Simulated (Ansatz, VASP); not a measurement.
This is a calculation of Co for Ansatz 0.2.0.

The input input.yaml:

```yaml
crystal:
  lattice:
    - [2.4385904036, 0.0, 0.0]
    - [-1.2192952018, 2.1118812389, 0.0]
    - [0.0, 0.0, 3.9667976331]
  atoms:
    - { symbol: Co, position: [0.6666666667, 0.3333333333, 0.75], spin: 2.0 }
    - { symbol: Co, position: [0.3333333333, 0.6666666667, 0.25], spin: 2.0 }
hamiltonian:
  xc: { exchange: pbe, correlation: none }
  pseudopotentials: { kind: paw }
magnetization:
  spin_polarized: true
kpoints:
  mp_grid: { grid: [12, 12, 7] }
scf:
  occupations: { method: fermi_dirac, width: 0.05 }
output:
  forces: true
  stress: true
  eigenvalues: true
```

Potentials or basis: Ansatz PAW.

The run is started by

```console
$ ansatz run input.yaml --threads 2 --pin off --max-ram 5120MiB --backend cpu --events-out ev --progress --plain --runs-dir out
```

Set up the same calculation for VASP 6.6.1. Potentials there: VASP PAW PBE potentials, release 64 (Co_sv).

As run (the cutoff follows the program's own potentials):

The input INCAR:

```
AGGAC = 0.0 ; ALDAC = 0.0
ALGO = Normal ; EDIFF = 1E-6
ENCUT = 690 ; GGA = PE
GGA_COMPAT = False ; ISIF = 2
ISMEAR = -1 ; ISPIN = 2
LASPH = True ; LCHARG = False
LMAXMIX = 4 ; LORBIT = 11
LREAL = False ; LWAVE = False
MAGMOM = 2 2 ; NBANDS = 28
NELM = 200 ; PREC = Accurate
SIGMA = 0.05
```

Contents of KPOINTS:

```
k-points
0
Gamma
  12 12 7
```

File POSCAR:

```
Co
1.0
    2.4385904036      0.0000000000      0.0000000000
   -1.2192952018      2.1118812389      0.0000000000
    0.0000000000      0.0000000000      3.9667976331
Co
2
Direct
    0.6666666667      0.3333333333      0.7500000000
    0.3333333333      0.6666666667      0.2500000000
```

Potentials or basis: VASP PAW PBE potentials, release 64 (Co_sv).

Run with:

```sh
$ cat potpaw_PBE.64/Co_sv/POTCAR > POTCAR
$ mpirun -np 1 vasp_std > vasp.out
```

Both were run:

|  | VASP | Ansatz | Ansatz less VASP |
| --- | --- | --- | --- |
| gap on the k mesh at the Fermi level (eV) | none | none | - |
| net moment per atom (μB) | 1.62 | 1.62 | +0.001 |
| size of the moment on the site where the two differ most (μB) | 1.70 | 1.70 | +0.002 |

VASP's potentials were made for PBE, not for PBE exchange alone. Site moments also hang on the region over which each program counts them. A gap of «none» marks a metal or a gap that the smearing closes. With one functional, cell and mesh, what is left measures potentials, basis and numerics.
